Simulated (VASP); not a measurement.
A run of VASP 6.6.1:

INCAR

```
SYSTEM = Na
PREC = Accurate
ENCUT = 520
EDIFF = 1E-7
ISMEAR = 0
SIGMA = 0.1
LREAL = .FALSE.
LASPH = .TRUE.
NELM = 100
ALGO = Normal
ISIF = 2
LWAVE = .FALSE.
LCHARG = .FALSE.
GGA = PE
NBANDS = 30
```

Contents of KPOINTS:

```
Automatic mesh
0
G
  6 6 6
  0 0 0
```

File POSCAR:

```
Na
1.0
    5.6279373212      3.2492911274      2.0262360841
   -5.6279373212      3.2492911274      2.0262360841
    0.0000000000     -6.4985822547      2.0262360842
Na
6
Direct
    0.4369239168      0.2493693041      0.0634750918
    0.0634750918      0.4369239168      0.2493693041
    0.2493693041      0.0634750918      0.4369239168
    0.5630760832      0.7506306959      0.9365249082
    0.9365249082      0.5630760832      0.7506306959
    0.7506306959      0.9365249082      0.5630760832
```

Potentials or basis: VASP PAW PBE potentials, release 64 (Na_pv).

The run is started by

```sh
$ cat potpaw_PBE.64/Na_pv/POTCAR > POTCAR
$ mpirun -np 1 vasp_std > vasp.out
```

Hardware: 1 thread of Intel(R) Xeon(R) Platinum 8375C CPU @ 2.90GHz (Ice Lake), on a shared host.

Question: How long does it take, and how much memory?

Answer: It took 3.8 min on 1 thread of Intel(R) Xeon(R) Platinum 8375C CPU @ 2.90GHz (Ice Lake) (shared host), peak memory 0.47 GiB. Counts: scf iterations 12, k points 40.
